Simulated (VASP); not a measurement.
# TiO2 (I4_1/amd) in VASP: relaxation of cell and atoms with PBE

Aim: the relaxation of cell and atoms of TiO2 with PBE.

Everything below comes from runs of VASP 6.6.1. Logs are shortened: lines on timing, memory, paths and dates and some standing lists are left out, and cuts for length are marked.

## Step 1: The cell of the first run

It takes space group I4_1/amd (No. 141, tetragonal). Conventional cell: a = 4.336 Å, b = 4.336 Å, c = 10.884 Å, α = 90.00°, β = 90.00°, γ = 90.00°. Ti (site symmetry -4m2) has 6 O at 2.22 to 2.26 Å within 2.9 Å. Within 2.9 Å of O (site symmetry 2mm) lie 3 Ti at 2.22 to 2.26 Å and 2 O at 2.82 Å.

## Step 2: Relaxation of cell and atoms, PBE

File INCAR:

```
PREC = Accurate
ENCUT = 600
EDIFF = 1E-6
ISMEAR = -1
SIGMA = 0.02
LREAL = False
LASPH = True
NELM = 80
ALGO = Normal
ISIF = 3
LWAVE = False
LCHARG = False
GGA = PE
IBRION = 2
NSW = 80
EDIFFG = -0.005
```

File KPOINTS:

```
regular mesh
0
Gamma
  8 8 8
```

File POSCAR:

```
TiO2
1.0
   -2.1681731000      2.1681731000      5.4421144810
    2.1681731000     -2.1681731000      5.4421144810
    2.1681731000      2.1681731000     -5.4421144810
Ti O
2 4
Direct
    0.7500000000      0.2500000000      0.5000000000
    0.0000000000      0.0000000000      0.0000000000
    0.5420000000      0.0420000000      0.5000000000
    0.7920000000      0.7920000000      0.0000000000
    0.2080000000      0.2080000000      0.0000000000
    0.9580000000      0.4580000000      0.5000000000
```

Potentials or basis: VASP PAW PBE potentials, release 64 (Ti_sv, O).

Command:

```
$ cat potpaw_PBE.64/Ti_sv/POTCAR potpaw_PBE.64/O/POTCAR > POTCAR
$ mpirun -np 1 vasp_std > vasp.out
```

OUTCAR:

```text
PREC = Accurate
   ENCUT = 600
   EDIFF = 1E-6
   ISMEAR = -1
   LREAL = False
   LASPH = True
   NELM = 80
   ISIF = 3
   GGA = PE
   IBRION = 2
   NSW = 80
   EDIFFG = -0.005

 ion  position               nearest neighbor table
   1  0.750  0.250  0.500-   4 2.22   5 2.22   4 2.22   5 2.22   3 2.26   6 2.26
   2  0.000  0.000  0.000-   3 2.22   6 2.22   3 2.22   6 2.22   5 2.26   4 2.26
   3  0.542  0.042  0.500-   2 2.22   2 2.22   1 2.26
   4  0.792  0.792  0.000-   1 2.22   1 2.22   2 2.26
   5  0.208  0.208  0.000-   1 2.22   1 2.22   2 2.26
   6  0.958  0.458  0.500-   2 2.22   2 2.22   1 2.26

  LATTYP: Found a body centered tetragonal cell.
 ALAT       =     4.3363462000
 C/A-ratio  =     2.5100000000

  Lattice vectors:

 A1 = (  -2.1681731000,   2.1681731000,   5.4421144810)
 A2 = (   2.1681731000,  -2.1681731000,   5.4421144810)
 A3 = (   2.1681731000,   2.1681731000,  -5.4421144810)

Analysis of symmetry for initial positions (statically):
=====================================================================
 Subroutine PRICEL returns:
 Original cell was already a primitive cell.

 Routine SETGRP: Setting up the symmetry group for a
 body centered tetragonal supercell.

 Subroutine GETGRP returns: Found 16 space group operations
 (whereof  8 operations were pure point group operations)
 out of a pool of 16 trial point group operations.

The static configuration has the point symmetry D_2d.
 The point group associated with its full space group is D_4h.

Analysis of symmetry for dynamics (positions and initial velocities):
=====================================================================
 Subroutine PRICEL returns:
 Original cell was already a primitive cell.

 Routine SETGRP: Setting up the symmetry group for a
 body centered tetragonal supercell.

 Subroutine GETGRP returns: Found 16 space group operations
 (whereof  8 operations were pure point group operations)
 out of a pool of 16 trial point group operations.

The dynamic configuration has the point symmetry D_2d.
 The point group associated with its full space group is D_4h.

 Subroutine INISYM returns: Found 16 space group operations
 (whereof  8 operations are pure point group operations),
 and found     1 'primitive' translations

----------------------------------------------------------------------------------------

                                     Primitive cell

  volume of cell :     102.3330

  direct lattice vectors                    reciprocal lattice vectors
    -2.168173100  2.168173100  5.442114481     0.000000000  0.230608894  0.091876053
     2.168173100 -2.168173100  5.442114481     0.230608894  0.000000000  0.091876053
     2.168173100  2.168173100 -5.442114481     0.230608894  0.230608894  0.000000000

  length of vectors
     6.246483747  6.246483747  6.246483747     0.248237127  0.248237127  0.326130225

  position of ions in fractional coordinates (direct lattice)
     0.750000000  0.250000000  0.500000000
     0.000000000  0.000000000  0.000000000
     0.542000000  0.042000000  0.500000000
     0.792000000  0.792000000  0.000000000
     0.208000000  0.208000000  0.000000000
     0.958000000  0.458000000  0.500000000

  ion indices of the primitive-cell ions
   primitive index   ion index
                 1           1
                 2           2
                 3           3
                 4           4
                 5           5
                 6           6

----------------------------------------------------------------------------------------

 KPOINTS: regular mesh

Automatic generation of k-mesh.
 Grid dimensions read from file:
 generate k-points for:    8    8    8

 Generating k-lattice:

  Cartesian coordinates                     Fractional coordinates (reciprocal lattice)
     0.000000000  0.028826112  0.011484507     0.125000000  0.000000000  0.000000000
     0.028826112  0.000000000  0.011484507     0.000000000  0.125000000  0.000000000
     0.028826112  0.028826112  0.000000000     0.000000000  0.000000000  0.125000000

  Length of vectors
     0.031029641  0.031029641  0.040766278

  Shift w.r.t. Gamma in fractional coordinates (k-lattice)
     0.000000000  0.000000000  0.000000000

 Subroutine IBZKPT returns following result:
 ===========================================

 Found     59 irreducible k-points:

 Following reciprocal coordinates:
            Coordinates               Weight
  0.000000  0.000000  0.000000      1.000000
  0.125000  0.000000  0.000000      8.000000
  0.250000  0.000000  0.000000      8.000000
  0.375000  0.000000  0.000000      8.000000
  0.500000  0.000000  0.000000      4.000000
  0.125000  0.125000  0.000000      8.000000
[... 16 lines left out ...]
  0.250000  0.125000  0.125000     16.000000
  0.375000  0.125000  0.125000      8.000000
 [... further k-points ...]
   k-points           NKPTS =     59   k-points in BZ     NKDIM =     59   number of bands    NBANDS=     28
   number of dos      NEDOS =    301   number of ions     NIONS =      6
   total plane-waves  NPLWV = 125000
   dimension x,y,z NGX =    50 NGY =   50 NGZ =   50
   dimension x,y,z NGXF=   100 NGYF=  100 NGZF=  100
   ions per type =               2   4
   NGX,Y,Z   is equivalent  to a cutoff of  13.31, 13.31, 13.31 a.u.
   NGXF,Y,Z  is equivalent  to a cutoff of  26.61, 26.61, 26.61 a.u.
 SYSTEM =  unknown system
   PREC   = accura    normal or accurate (medium, high low for compatibility)
   ISTART =      0    job   : 0-new  1-cont  2-samecut
   ICHARG =      2    charge: 1-file 2-atom 10-const
   ISPIN  =      1    spin polarized calculation?
   LNONCOLLINEAR =      F non collinear calculations
   LSORBIT =      F    spin-orbit coupling
   LASPH  =      T    aspherical Exc in radial PAW
   ENCUT  =  600.0 eV  44.10 Ry    6.64 a.u.  12.48 12.48 12.48*2*pi/ulx,y,z
   NELM   =     80;   NELMIN=  2; NELMDL= -5     # of ELM steps
   EDIFF  = 0.1E-05   stopping-criterion for ELM
   LREAL  =      F    real-space projection
   EDIFFG = -.5E-02   stopping-criterion for IOM
   NSW    =     80    number of steps for IOM
   IBRION =      2    ionic relax: 0-MD 1-quasi-New 2-CG
   NFREE  =      1    steps in history (QN), initial steepest desc. (CG)
   ISIF   =      3    stress and relaxation
   ISYM   =      2    0-nonsym 1-usesym 2-fastsym
   POTIM  = 0.5000    time-step for ionic-motion
   TEBEG  =    0.0;   TEEND  =   0.0 temperature during run
   PSTRESS=    0.0 pullay stress
   NELECT =      48.0000    total number of electrons
   NUPDOWN=      -1.0000    fix difference up-down
   EMIN   =  10.00;   EMAX   =-10.00  energy-range for DOS
   EFERMI =   0.00;   METHOD = LEGACY
   ISMEAR =    -1;   SIGMA  =   0.02  broadening in eV -4-tet -1-fermi 0-gaus
   EFERMI_NEDOS =   21; number of points for ismear=-14 and -15
   IALGO  =     38    algorithm
   IMIX   =      4    mixing-type and parameters
     AMIX     =   0.40;   BMIX     =  1.00
     AMIX_MAG =   1.60;   BMIX_MAG =  1.00
  volume/ion in A,a.u.               =      17.06       115.10
  Fermi-wavevector in a.u.,A,eV,Ry     =   1.271989  2.403711 22.013631  1.617956
  Thomas-Fermi vector in A             =   2.404892
   LORBIT       =      0    0 simple, 1 ext, 2 COOP (PROOUT), +10 PAW based schemes
   GGA     = PE    functional components
   LHFCALC =     F    Hartree Fock is set to
   AEXX    =    0.0000 exact exchange contribution
   IVDW    =     0    specifies the selected vdW correction
   LEPSILON=     F    determine dielectric tensor
   LRPA    =     F    only Hartree local field effects (RPA)
 conjugate gradient relaxation of ions
 non-spin polarized calculation
  energy-cutoff  :      600.00
  volume of cell :      102.33
 maximum number of plane-waves:      3509
 NGX is ok and might be reduce to    50
   NGX = 25   NGY = 25   NGZ = 25

--------------------------------------- Ionic step        1  -------------------------------------------

 number of electron      47.9999996 magnetization

 Free energy of the ion-electron system (eV)
  ---------------------------------------------------
  ext. energy  EPLUGINS =         0.00000000
  ---------------------------------------------------
  free energy    TOTEN  =       -49.08079606 eV

  energy without entropy =      -49.08079606  energy(sigma->0) =      -49.08079606

 E-fermi :   0.8444     XC(G=0):  -8.8077

 val. band max:        0.3094466320   @ k =  -0.3750   0.3750   0.0000
 cond. band min:       1.5256343259   @ k =   0.0000   0.0000   0.0000
 fundamental gap:      1.2161876940
 Fermi energy:         0.8443978594

 k-point     1 :       0.0000    0.0000    0.0000
  band No.  band energies     occupation
      1     -57.5059      2.00000
      2     -57.4980      2.00000
      3     -33.6511      2.00000
      4     -33.5972      2.00000
      5     -33.5972      2.00000
      6     -33.5833      2.00000
[... 733 lines left out ...]
     27       2.2289      0.00000
     28       2.2973      0.00000

 [... further k-points ...]

------------------------ aborting loop because EDIFF is reached ----------------------------------------

  FORCE on cell =-STRESS in cart. coord.  units (eV):
  Direction    XX          YY          ZZ          XY          YZ          ZX
  --------------------------------------------------------------------------------------
  -------------------------------------------------------------------------------------
  Total      -21.3328279    -21.3328279    -22.5164257      0.0000000      0.0000000      0.0000000
  in kB     -333.9976746   -333.9976746   -352.5286874      0.0000000      0.0000000      0.0000000
  external PRESSURE =    -340.1746788 kB  Pullay stress =       0.0000000 kB
[... 101 lines left out ...]
  FREE ENERGIE OF THE ION-ELECTRON SYSTEM (eV)
  ---------------------------------------------------
  free  energy   TOTEN  =       -53.8887445590 eV

  energy  without entropy=      -53.8887445590  energy(sigma->0) =      -53.88874456

[... ionic steps 4 to 8 ...]

--------------------------------------- Ionic step        9  -------------------------------------------

 number of electron      48.0000002 magnetization

------------------------ aborting loop because EDIFF is reached ----------------------------------------
[... 75 lines left out ...]
--------------------------------------- Ionic step       11  -------------------------------------------

 number of electron      48.0000002 magnetization

 Free energy of the ion-electron system (eV)
  ---------------------------------------------------
  ext. energy  EPLUGINS =         0.00000000
  ---------------------------------------------------
  free energy    TOTEN  =       -53.94195437 eV

  energy without entropy =      -53.94195437  energy(sigma->0) =      -53.94195437

 E-fermi :   3.6771     XC(G=0): -10.5792

 val. band max:        3.0922004696   @ k =  -0.3750   0.3750   0.0000
 cond. band min:       5.2184949160   @ k =   0.0000   0.0000   0.0000
 fundamental gap:      2.1262944464
 Fermi energy:         3.6771347004

 k-point     1 :       0.0000    0.0000    0.0000
  band No.  band energies     occupation
      1     -53.3547      2.00000
      2     -53.3041      2.00000
      3     -29.7792      2.00000
      4     -29.5630      2.00000
      5     -29.5630      2.00000
      6     -29.5020      2.00000
[... 733 lines left out ...]
     27       6.6405      0.00000
     28       6.7000      0.00000

 [... further k-points ...]

------------------------ aborting loop because EDIFF is reached ----------------------------------------

  FORCE on cell =-STRESS in cart. coord.  units (eV):
  Direction    XX          YY          ZZ          XY          YZ          ZX
  --------------------------------------------------------------------------------------
  -------------------------------------------------------------------------------------
  Total       -0.0131293     -0.0131293      0.0150601      0.0000000      0.0000000      0.0000000
  in kB       -0.2997683     -0.2997683      0.3438537      0.0000000      0.0000000      0.0000000
  external PRESSURE =      -0.0852276 kB  Pullay stress =       0.0000000 kB
[... 21 lines left out ...]
  FREE ENERGIE OF THE ION-ELECTRON SYSTEM (eV)
  ---------------------------------------------------
  free  energy   TOTEN  =       -53.9419543687 eV

  energy  without entropy=      -53.9419543687  energy(sigma->0) =      -53.94195437

 reached required accuracy - stopping structural energy minimisation
```

Wall time 20 min (1 thread of Intel Xeon 6975P-C (Granite Rapids), shared host); peak memory 0.49 GiB.

What came out:

* Free energy: -53.9420 eV
* Relaxed volume: 11.70 Å³/atom
* Relaxed cell: a = 5.546 Å, b = 5.546 Å, c = 5.546 Å, α = 139.89°, β = 139.89°, γ = 58.02°
* Space group after relaxing (to 0.1 Å): I4_1/amd (No. 141)
* Energy gained by relaxing: 810.2 meV/atom
* Ionic steps: 11
* Pressure after relaxing: 0.0 GPa
* Largest force after relaxing: 0.005 eV/Å
* Band gap on the k mesh: 2.13 eV (least direct gap 2.40 eV)

Forces in eV/Å, atoms in the order of the input:
```
Ti   0.000  0.000  0.000
Ti   0.000  0.000  0.000
O    0.000  0.000  0.005
O    0.000  0.000  0.005
O    0.000  0.000 -0.005
O    0.000  0.000 -0.005
```

Step by step:
```
step  energy change (eV)  largest force (eV/Å)  pressure (GPa)  volume (Å³)
   1              0.0000                1.2860          -34.02       102.33
   2             -2.2982                3.4648           67.88        57.52
   3             -4.8079                0.3968           -2.87        71.70
   4             -4.8136                0.4748           -1.21        71.11
   5             -4.8129                0.5500            0.41        70.56
   6             -4.8578                0.0764            1.23        69.69
   7             -4.8602                0.0306            0.99        69.85
   8             -4.8599                0.0357           -1.05        70.53
   9             -4.8611                0.0003            0.00        70.17
  10             -4.8611                0.0010           -0.02        70.17
  11             -4.8612                0.0046           -0.01        70.17
```

Final structure:
```cif
data_structure
_symmetry_space_group_name_H-M 'P 1'
_symmetry_Int_Tables_number 1
_cell_length_a 5.5459
_cell_length_b 5.5459
_cell_length_c 5.5459
_cell_angle_alpha 139.889
_cell_angle_beta 139.889
_cell_angle_gamma 58.022
_cell_volume 70.17
loop_
_atom_site_label
_atom_site_type_symbol
_atom_site_fract_x
_atom_site_fract_y
_atom_site_fract_z
_atom_site_occupancy
Ti1 Ti 0.75000 0.25000 0.50000 1
Ti2 Ti 0.00000 0.00000 0.00000 1
O1 O 0.54337 0.04337 0.50000 1
O2 O 0.79337 0.79337 0.00000 1
O3 O 0.20663 0.20663 0.00000 1
O4 O 0.95663 0.45663 0.50000 1
```

Caveat: the volume moved by over 15 % at a fixed basis, so the end points are rough.
